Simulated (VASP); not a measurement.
Input of a VASP 6.6.1 run:

The input INCAR:

```
PREC = Accurate
ENCUT = 520
EDIFF = 1E-7
ISMEAR = 0
SIGMA = 0.05
LREAL = F
LASPH = T
NELM = 150
ALGO = Normal
ISIF = 2
LWAVE = F
LCHARG = F
ISPIN = 2
MAGMOM = 4.9 -4.9 0 0 0 0
LORBIT = 11
LMAXMIX = 6
LDAU = T
LDAUTYPE = 2
LDAUL = 3 -1 -1
LDAUU = 6 0 0
LDAUJ = 0 0 0
LDAUPRINT = 1
GGA = CA
NBANDS = 44
```

The input KPOINTS:

```
Automatic mesh
0
Gamma
  6 6 4
```

File POSCAR:

```
GdOF
1.0
    3.8948798500      0.0000000000      0.0000000000
    0.0000000000      3.8948798500      0.0000000000
    0.0000000000      0.0000000000      5.5503382400
Gd O F
2 2 2
Direct
    0.0000000000      0.5000000000      0.7134095500
    0.5000000000      0.0000000000      0.2865904500
    0.0000000000      0.0000000000      0.5000000000
    0.5000000000      0.5000000000      0.5000000000
    0.0000000000      0.0000000000      0.0000000000
    0.5000000000      0.5000000000      0.0000000000
```

Potentials or basis: VASP PAW PBE potentials, release 64 (Gd, O, F).

The run is started by

```console
$ cat potpaw_PBE.64/Gd/POTCAR potpaw_PBE.64/O/POTCAR potpaw_PBE.64/F/POTCAR > POTCAR
$ mpirun -np 1 vasp_std > vasp.out
```

(1) Predict the largest force.

(2) What does it give for the site moments?

## Answers

(1) 0.170 eV/Å.

(2) Gd +6.86, -6.86; O +0.00; F +0.00 μB.

Caveat: the cell stands under tension; the PAW data sets were made with another functional, which shifts forces and pressure a little.
